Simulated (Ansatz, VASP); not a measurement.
**One calculation of HfB2, two programs**

```
Hf B
1.0
     3.14000    0.00000    0.00000
    -1.57000    2.71932    0.00000
     0.00000    0.00000    3.48000
Hf B
1 2
Cartesian
  0.0000 0.0000 0.0000
  0.0000 1.8129 1.7400
  1.5700 0.9064 1.7400
```

Alike in both runs: task relaxation of cell and atoms; functional PBE; dispersion D3(BJ); k mesh 12 × 12 × 10; no spin polarisation.

|  | VASP | Ansatz |
| --- | --- | --- |
| version | VASP 6.6.1 | Ansatz 0.2.0 |
| potentials or method | VASP PAW PBE potentials, release 64 (Hf_pv, B) | plane waves, PAW |
| plane-wave cutoff (eV) | 600 | 420 |
| occupations | fermi-dirac, width 0.1 eV | fermi-dirac |
| valence electrons in the cell | 16 | 32 |

VASP gave:

```
relaxed volume (Å³/atom)                                     : 9.71
relaxed cell length with the largest relative difference (Å) : 3.119
```

**Question.** Estimate Ansatz's values.

**Answer.** Relaxed volume (Å³/atom): 9.72; relaxed cell length with the largest relative difference (Å): 3.122.

VASP's potentials hold 16 valence electrons a cell and Ansatz's 32, so a difference there can come from the potentials and not from the codes.

Neither program's run includes spin-orbit coupling.
